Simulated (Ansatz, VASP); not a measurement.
LaScF in VASP and in Ansatz

```xyz
3
Lattice="3.7720 0.0000 0.0000 0.0000 3.7720 0.0000 0.0000 0.0000 4.4958" Properties=species:S:1:pos:R:3 pbc="T T T"
La    0.0000    0.0000    0.0000
Sc    1.8860    1.8860    2.2479
F     1.8860    1.8860    0.0000
```

Change from the starting cell: species swapped into the MnAlGe type (P4/nmm, No. 129).

Alike in both runs: functional PBE; k mesh 12 × 12 × 10; occupations gaussian, width 0.1 eV; no spin polarisation.

Ansatz relaxed the structure, and its values are those at the end. VASP's run is a single point on that final structure, the one shown.

|  | VASP | Ansatz |
| --- | --- | --- |
| version | VASP 6.6.1 | Ansatz 0.2.0 |
| potentials or method | VASP PAW PBE potentials, release 64 (La, Sc_sv, F), cutoff 520 eV | scalar-relativistic, plane waves, PAW |
| valence electrons in the cell | 29 | 29 |

|  | VASP | Ansatz | Ansatz less VASP |
| --- | --- | --- | --- |
| gap on the k mesh at the Fermi level (eV) | none | none | - |
| pressure (GPa) | 0.0 | 0.0 | +0.01 |

A gap of «none» marks a metal or a gap that the smearing closes. The functional is the same, so the differences come from potentials, cutoffs and numerics.

Spin-orbit coupling is off throughout.
